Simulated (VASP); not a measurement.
# Be15Te16 (a cell with a defect) in VASP: single point with PBEsol

Aim: the single point of Be15Te16 (a cell with a defect) with PBEsol.

Program: VASP 6.6.1. These are calculated values, not measurements. Logs are shortened: lines on timing, memory, paths and dates and some standing lists are left out, and cuts for length are marked.

### Step 1. The cell of the first run

The cell holds a defect, 31 atoms: a = 9.710 Å, b = 9.710 Å, c = 9.710 Å, α = 109.47°, β = 109.47°, γ = 109.47°.

### Step 2. Single point, PBEsol, collinear spin (atoms taken out, then relaxed in part)

INCAR reads:

```
  PREC = Accurate
  ENCUT = 520
  EDIFF = 1E-7
  ISMEAR = 0
  SIGMA = 0.01
  LREAL = Auto
  LASPH = T
  NELM = 150
  ALGO = Normal
  ISIF = 2
  LWAVE = F
  LCHARG = T
  ISPIN = 2
  MAGMOM = 0 0 0 0 0 0 0 0 0 0 0 0 0 0 0 0.5 0 0 0 0 0 0 0 0 0 0 0 0 0.5 0.5 0.5
  LORBIT = 11
  GGA = PS
  LELF = T
  LVHAR = T
  NELECT = 128.0
  NBANDS = 88
```

KPOINTS reads:

```
Automatic mesh
0
Gamma
  2 2 2
  0.5 0.5 0.5
```

POSCAR reads:

```
Be15Te16
1.0
    5.6059105095      5.6059105095      5.6059105095
   -5.6059105095      5.6059105095     -5.6059105095
   -5.6059105095     -5.6059105095      5.6059105095
Be Te
15 16
Direct
    0.5000000000      0.4962170927     -0.0072943021
    0.7427056979      0.4962170927      0.7500000000
    0.5000000000      0.2500000000      0.2500000000
    0.7537829073      0.2464886052      0.0037829073
    0.0000000000      0.2500000000      0.7500000000
    0.5000000000     -0.0072943021      0.4962170927
    0.7537829073      0.0037829073      0.2464886052
   -0.0035113948      0.0037829073      0.0037829073
    0.2462170927     -0.0072943021      0.7500000000
    0.7427056979      0.7500000000      0.4962170927
    0.0000000000      0.7500000000      0.2500000000
    0.2462170927      0.7500000000     -0.0072943021
    0.0035113948      0.5072943021      0.5072943021
    0.2572943021      0.5072943021      0.2535113948
    0.2572943021      0.2535113948      0.5072943021
    0.7447337116     -0.0052662884     -0.0052662884
    0.7497829309      0.7500000000      0.2481895034
   -0.0018104966      0.7500000000     -0.0002170691
    0.7484065726      0.5002170691      0.5002170691
    0.0018104966      0.5015934274      0.2518104966
    0.2502170691      0.5002170691     -0.0015934274
    0.7497829309      0.2481895034      0.7500000000
    0.0018104966      0.2518104966      0.5015934274
    0.2515934274      0.2518104966      0.2518104966
    0.5000000000      0.2481895034     -0.0002170691
   -0.0018104966     -0.0002170691      0.7500000000
    0.2502170691     -0.0015934274      0.5002170691
    0.5000000000     -0.0002170691      0.2481895034
    0.2552662884      0.7500000000      0.7500000000
    0.5000000000      0.7500000000      0.5052662884
    0.5000000000      0.5052662884      0.7500000000
```

Potentials or basis: VASP PAW PBE potentials, release 64 (Be, Te).

On the command line:

```bash
$ cat potpaw_PBE.64/Be/POTCAR potpaw_PBE.64/Te/POTCAR > POTCAR
$ mpirun -np 1 vasp_std > vasp.out
```

OUTCAR:

```text
PREC = Accurate
   ENCUT = 520
   EDIFF = 1E-7
   ISMEAR = 0
   LREAL = Auto
   LASPH = T
   NELM = 150
   ISIF = 2
   ISPIN = 2
   LORBIT = 11
   GGA = PS
   NELECT = 128.0

 ion  position               nearest neighbor table
   1  0.500  0.496  0.993-  31 2.39  25 2.43  17 2.46  21 2.46
   2  0.743  0.496  0.750-  31 2.39  22 2.43  18 2.46  19 2.46
   3  0.500  0.250  0.250-  25 2.42  28 2.42  19 2.42  24 2.42
   4  0.754  0.246  0.004-  16 2.39  20 2.43  22 2.46  25 2.46
   5  0.000  0.250  0.750-  22 2.42  26 2.42  21 2.42  23 2.42
   6  0.500  0.993  0.496-  30 2.39  28 2.43  22 2.46  27 2.46
   7  0.754  0.004  0.246-  16 2.39  23 2.43  17 2.46  28 2.46
   8  0.996  0.004  0.004-  16 2.39  24 2.43  18 2.46  26 2.46
   9  0.246  0.993  0.750-  29 2.39  26 2.43  25 2.46  27 2.46
  10  0.743  0.750  0.496-  30 2.39  17 2.43  26 2.46  19 2.46
  11  0.000  0.750  0.250-  17 2.42  18 2.42  27 2.42  20 2.42
  12  0.246  0.750  0.993-  29 2.39  18 2.43  28 2.46  21 2.46
  13  0.004  0.507  0.507-  29 2.39  19 2.43  23 2.46  20 2.46
  14  0.257  0.507  0.254-  30 2.39  21 2.43  24 2.46  20 2.46
  15  0.257  0.254  0.507-  31 2.39  27 2.43  23 2.46  24 2.46
  16  0.745  0.995  0.995-   4 2.39   7 2.39   8 2.39
  17  0.750  0.750  0.248-  11 2.42  10 2.43   1 2.46   7 2.46
  18  0.998  0.750  1.000-  11 2.42  12 2.43   2 2.46   8 2.46
  19  0.748  0.500  0.500-   3 2.42  13 2.43  10 2.46   2 2.46
  20  0.002  0.502  0.252-  11 2.42   4 2.43  13 2.46  14 2.46
  21  0.250  0.500  0.998-   5 2.42  14 2.43  12 2.46   1 2.46
  22  0.750  0.248  0.750-   5 2.42   2 2.43   6 2.46   4 2.46
  23  0.002  0.252  0.502-   5 2.42   7 2.43  13 2.46  15 2.46
  24  0.252  0.252  0.252-   3 2.42   8 2.43  14 2.46  15 2.46
  25  0.500  0.248  1.000-   3 2.42   1 2.43   9 2.46   4 2.46
  26  0.998  1.000  0.750-   5 2.42   9 2.43  10 2.46   8 2.46
  27  0.250  0.998  0.500-  11 2.42  15 2.43   6 2.46   9 2.46
  28  0.500  1.000  0.248-   3 2.42   6 2.43   7 2.46  12 2.46
  29  0.255  0.750  0.750-   9 2.39  12 2.39  13 2.39
  30  0.500  0.750  0.505-   6 2.39  10 2.39  14 2.39
  31  0.500  0.505  0.750-   1 2.39   2 2.39  15 2.39

  LATTYP: Found a body centered cubic cell.
 ALAT       =    11.2118210190

  Lattice vectors:

 A1 = (   5.6059105095,   5.6059105095,   5.6059105095)
 A2 = (  -5.6059105095,   5.6059105095,  -5.6059105095)
 A3 = (  -5.6059105095,  -5.6059105095,   5.6059105095)

Analysis of symmetry for initial positions (statically):
=====================================================================
 Subroutine PRICEL returns:
 Original cell was already a primitive cell.

 Routine SETGRP: Setting up the symmetry group for a
 body centered cubic supercell.

 Subroutine GETGRP returns: Found 24 space group operations
 (whereof  2 operations were pure point group operations)
[... 214 lines left out ...]
  free energy    TOTEN  =      -115.34318097 eV

  energy without entropy =     -115.34318097  energy(sigma->0) =     -115.34318097

 E-fermi :   5.0035     XC(G=0):  -9.2549

 val. band max:        4.9419254057   @ k =   0.2500   0.2500   0.2500
 cond. band min:       7.0659100710   @ k =  -0.2500   0.2500   0.2500
 fundamental gap:      2.1239846653
 Fermi energy:         5.0034973621

 spin component 1

 k-point     1 :       0.2500    0.2500    0.2500
  band No.  band energies     occupation
      1      -6.9045      1.00000
      2      -6.9045      1.00000
      3      -6.9045      1.00000
      4      -6.6354      1.00000
      5      -5.9249      1.00000
      6      -5.9249      1.00000
[... 147 lines left out ...]
     75       8.6801      0.00000
     76       8.6888      0.00000
 Fermi energy:         5.0034973621

 spin component 2

 k-point     1 :       0.2500    0.2500    0.2500
  band No.  band energies     occupation
      1      -6.9045      1.00000
      2      -6.9045      1.00000
      3      -6.9045      1.00000
      4      -6.6354      1.00000
      5      -5.9249      1.00000
      6      -5.9249      1.00000
[... 147 lines left out ...]
     75       8.6801      0.00000
     76       8.6888      0.00000
 [bands above 76 left out]

------------------------ aborting loop because EDIFF is reached ----------------------------------------

  FORCE on cell =-STRESS in cart. coord.  units (eV):
  Direction    XX          YY          ZZ          XY          YZ          ZX
  --------------------------------------------------------------------------------------
  -------------------------------------------------------------------------------------
  Total       19.4893067     19.4893067     19.4893067      0.0000000      0.0000000     -0.0000000
  in kB       44.3106886     44.3106886     44.3106886      0.0000000      0.0000000     -0.0000000
  external PRESSURE =      44.3106886 kB  Pullay stress =       0.0000000 kB

 VOLUME and BASIS-vectors are now :
 -----------------------------------------------------------------------------
  energy-cutoff  :      520.00
  volume of cell :      704.69
      direct lattice vectors                 reciprocal lattice vectors
     5.605910510  5.605910510  5.605910510     0.000000000  0.089191577  0.089191577
    -5.605910510  5.605910510 -5.605910510    -0.089191577  0.089191577  0.000000000
    -5.605910510 -5.605910510  5.605910510    -0.089191577  0.000000000  0.089191577

 POSITION                                       TOTAL-FORCE (eV/Angst)
 -----------------------------------------------------------------------------------
     -5.54381      0.01968      5.58623        -0.015979     -0.006242      0.006242
     -2.82264      2.74086      5.58623         0.006242      0.015979      0.006242
      0.00000      2.80296      2.80296         0.000000     -0.000000      0.000000
      2.82264      5.58623      2.86505        -0.006242      0.006242     -0.015979
     -5.60591     -2.80296      2.80296        -0.000000     -0.000000      0.000000
     -5.54381      5.58623      0.01968        -0.015979      0.006242     -0.006242
[... 23 lines left out ...]
     -4.23396      4.17491      1.43100        -0.031618     -0.031618      0.031618
     -4.23396      1.43100      4.17491        -0.031618      0.031618     -0.031618
 -----------------------------------------------------------------------------------
    total drift:                                0.000014     -0.000015     -0.000014

  FREE ENERGIE OF THE ION-ELECTRON SYSTEM (eV)
  ---------------------------------------------------
  free  energy   TOTEN  =      -115.3431809719 eV

  energy  without entropy=     -115.3431809719  energy(sigma->0) =     -115.34318097

 total charge

# of ion       s       p       d       tot
------------------------------------------
    1        0.378   0.587   0.000   0.965
    2        0.378   0.587   0.000   0.965
    3        0.380   0.600   0.000   0.980
    4        0.378   0.587   0.000   0.965
    5        0.380   0.600   0.000   0.980
    6        0.378   0.587   0.000   0.965
[... 23 lines left out ...]
   30        1.351   2.141   0.031   3.524
   31        1.351   2.141   0.031   3.524
--------------------------------------------------
tot         27.125  43.246   0.549  70.920

 magnetization (x)

# of ion       s       p       d       tot
------------------------------------------
    1        0.000   0.000   0.000   0.000
    2        0.000   0.000   0.000   0.000
    3       -0.000  -0.000   0.000  -0.000
    4        0.000   0.000   0.000   0.000
    5       -0.000  -0.000   0.000  -0.000
    6        0.000   0.000   0.000   0.000
[... 23 lines left out ...]
   30       -0.000   0.000  -0.000   0.000
   31       -0.000   0.000  -0.000   0.000
--------------------------------------------------
tot         -0.000   0.000   0.000   0.000
```

OSZICAR:

```text
N       E                     dE             d eps       ncg     rms          rms(c)
DAV:   1     0.532381965467E+03    0.53238E+03   -0.46892E+04   704   0.119E+03
DAV:   2    -0.615349712214E+02   -0.59392E+03   -0.56241E+03   864   0.183E+02
[... 12 lines left out ...]
DAV:  15    -0.115343180496E+03    0.34171E-05   -0.14212E-05   840   0.100E-02    0.371E-02
DAV:  16    -0.115343180202E+03    0.29351E-06   -0.77258E-06   832   0.556E-03    0.881E-03
DAV:  17    -0.115343180594E+03   -0.39211E-06   -0.13679E-06   768   0.316E-03    0.515E-03
DAV:  18    -0.115343180776E+03   -0.18176E-06   -0.11870E-07   576   0.989E-04    0.586E-03
DAV:  19    -0.115343180932E+03   -0.15549E-06   -0.44600E-08   424   0.512E-04    0.348E-03
DAV:  20    -0.115343180972E+03   -0.40257E-07   -0.31449E-08   400   0.498E-04
   1 F= -.11534318E+03 E0= -.11534318E+03  d E =-.145134E-18  mag=     0.0000
```

It took 12 min on 1 thread of Intel Xeon Platinum 8488C (Sapphire Rapids), shared host; peak memory 1.1 GiB.

What came out:

```
Free energy                                           : -115.3432 eV
Largest force                                         : 0.055 eV/Å
Net moment                                            : 0.00 μB per cell
Valence electrons inside the program's atomic spheres : Be 0.96, 0.98 (each value once); Te 3.52, 3.53 (each value once)
```

Forces in eV/Å, atoms in the order of the input:
```
Be  -0.016 -0.006  0.006
Be   0.006  0.016  0.006
Be   0.000  0.000  0.000
Be  -0.006  0.006 -0.016
Be   0.000  0.000  0.000
Be  -0.016  0.006 -0.006
Be  -0.006 -0.016  0.006
Be   0.016  0.006  0.006
Be  -0.006  0.016 -0.006
Be   0.006  0.006  0.016
Be   0.000  0.000  0.000
Be  -0.006 -0.006  0.016
Be   0.016 -0.006 -0.006
Be   0.006 -0.016 -0.006
Be   0.006 -0.006 -0.016
Te   0.032 -0.032 -0.032
Te   0.011  0.011 -0.014
Te  -0.011 -0.011 -0.014
Te  -0.014 -0.011 -0.011
Te  -0.011  0.011  0.014
Te   0.011  0.014 -0.011
Te   0.011 -0.014  0.011
Te  -0.011  0.014  0.011
Te  -0.014  0.011  0.011
Te   0.014 -0.011  0.011
Te  -0.011 -0.014 -0.011
Te   0.011 -0.011  0.014
Te   0.014  0.011 -0.011
Te   0.032  0.032  0.032
Te  -0.032 -0.032  0.032
Te  -0.032  0.032 -0.032
```

Caveat: the cell carries a net charge on a neutralising background, which shifts energy and pressure; the cell differs from its parent crystal (atoms taken out, then relaxed in part); the cell is charged against a uniform background, so pressure and absolute levels hang on convention; the PAW data sets were made with another functional, which shifts forces and pressure a little; spin-orbit coupling is left out, which moves the levels of the heavy elements.
